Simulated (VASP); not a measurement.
Input of a VASP 6.6.1 run:

Contents of INCAR:

```
SYSTEM = SiC2
PREC = Accurate
ENCUT = 520
EDIFF = 1E-7
ISMEAR = -1
SIGMA = 0.02
LREAL = .False.
LASPH = .True.
NELM = 60
ALGO = Normal
ISIF = 2
LWAVE = .False.
LCHARG = .False.
GGA = PE
NBANDS = 21
```

KPOINTS

```
regular mesh
0
Gamma
  12 12 4
  0 0 0
```

POSCAR

```
SiC2
1.0
    2.9375683921      0.0000000000      0.0000000000
   -1.4687841961      2.5440088529      0.0000000000
    0.0000000000      0.0000000000      7.2261035319
C Si
4 2
Direct
    0.0000000000      0.0000000000      0.8886544379
    0.6666666667      0.3333333333      0.5352853117
    0.3333333333      0.6666666667      0.4647146883
    0.0000000000      0.0000000000      0.1113455621
    0.3333333333      0.6666666667      0.2036870810
    0.6666666667      0.3333333333      0.7963129190
```

Potentials or basis: VASP PAW PBE potentials, release 64 (C, Si).

Command:

```bash
$ cat potpaw_PBE.64/C/POTCAR potpaw_PBE.64/Si/POTCAR > POTCAR
$ mpirun -np 1 vasp_std > vasp.out
```

Question: Estimate the band gap on the k mesh.

Answer: 1.59 eV (least direct gap 2.14 eV).

Question: Estimate the pressure.

Answer: 3.2 GPa.

Question: What does it give for the largest force?

Answer: 0.301 eV/Å.

Stress tensor (GPa, compression positive):
```
3.11 0.00 0.00
0.00 3.11 0.00
0.00 0.00 3.34
```

Caveat: the cell stands under pressure. A k mesh can miss the band edges.
